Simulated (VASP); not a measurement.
## AlN: single point with LDA

Crystal: AlN.

```
CELL_PARAMETERS angstrom
0.00000 2.05522 2.46626
2.05522 0.00000 2.46626
2.05522 2.05522 0.00000
ATOMIC_POSITIONS crystal
Al 0.00000 0.00000 0.00000
N 0.75000 0.75000 0.75000
```

This cell differs from its parent crystal: ratio of the length along z to the lengths across it x 1.2, volume and fractional coordinates fixed.

```json
{
  "Program": "VASP 6.6.1",
  "Task": "single point",
  "Functional": "LDA",
  "Potentials or basis": "VASP PAW LDA potentials, release 64 (Al, N)",
  "Cutoff": "520 eV",
  "k mesh": "10 × 10 × 10",
  "Occupations": "gaussian, width 0.05 eV",
  "Spin": "no spin polarisation"
}
```

```json
{"Pressure": "-5.1 GPa", "Band gap on the k mesh": "2.53 eV, indirect (least direct gap 3.54 eV)"}
```

Stress tensor (GPa, compression positive):
```
  8.65   0.00   0.00
  0.00   8.65   0.00
  0.00   0.00 -32.57
```

Levels at points of the mesh, in eV from the valence-band top:
```tsv
k point	band 1	band 2	band 3	band 4	band 5	band 6	band 7	band 8
(0.00, 0.00, 0.00)	-15.38	-1.21	-0.12	-0.12	3.42	11.65	11.84	11.84
(0.50, 0.00, 0.00)	-13.20	-6.45	-1.90	-0.14	5.32	9.24	10.59	12.18
(0.50, 0.50, 0.00)	-13.13	-6.69	-1.26	-1.26	3.54	9.64	11.01	15.76
(0.50, 0.00, 0.50)	-12.25	-4.91	-2.81	-2.68	2.53	6.89	11.76	13.71
```

It took 18 s on 1 thread of Intel Xeon 8259CL, on a shared host, peak memory 0.14 GiB.

 A k mesh can miss the band edges.
